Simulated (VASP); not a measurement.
Set up this calculation in VASP 6.6.1, as the native input.

```
Task                   : single point
Functional             : LDA
Potentials or basis    : VASP PAW LDA potentials, release 64 (Ba_sv)
Cutoff                 : 520 eV
k mesh                 : 10 × 10 × 3
Occupations            : fermi-dirac, width 0.1 eV
Spin                   : no spin polarisation
Dipole correction      : no
Further INCAR settings : ALGO = Normal; EDIFF = 1e-06; NBANDS = 28
```

The structure of Ba lies in POSCAR:

```
Ba
1.0
    4.0648832948      0.0000000000      0.0000000000
   -2.0324416474      3.5202921967      0.0000000000
    0.0000000000      0.0000000000     13.2351181909
Ba
4
Direct
    1.0000000000      1.0000000000      0.0000000000
    1.0000000000      0.0000000000      0.5000000000
    0.3333333333      0.6666666667      0.2500000000
    0.6666666667      0.3333333333      0.7500000000
```

This isn't the form of Ba at room conditions, which is bcc.

One way to write it, as run:

INCAR

```
PREC = Accurate
ENCUT = 520
EDIFF = 1E-6
ISMEAR = -1
SIGMA = 0.1
LREAL = False
LASPH = True
NELM = 80
ALGO = Normal
ISIF = 2
LWAVE = False
LCHARG = True
LELF = True
LVHAR = True
NBANDS = 28
```

KPOINTS

```
regular mesh
0
Gamma
  10 10 3
```

Potentials or basis: VASP PAW LDA potentials, release 64 (Ba_sv).

Launch:

```bash
$ cat potpaw_LDA.64/Ba_sv/POTCAR > POTCAR
$ mpirun -np 1 vasp_std > vasp.out
```

It gave:

```
Pressure               : 1.5 GPa
Band gap on the k mesh : zero (bands 20 and 21 overlap by 0.51 eV)
```

Caveat: spin-orbit coupling is left out, which moves the levels of the heavy elements.

Wall time 100 s on 1 thread of Oxide Virtual Turin-like Processor, on a shared host, peak memory 0.25 GiB.
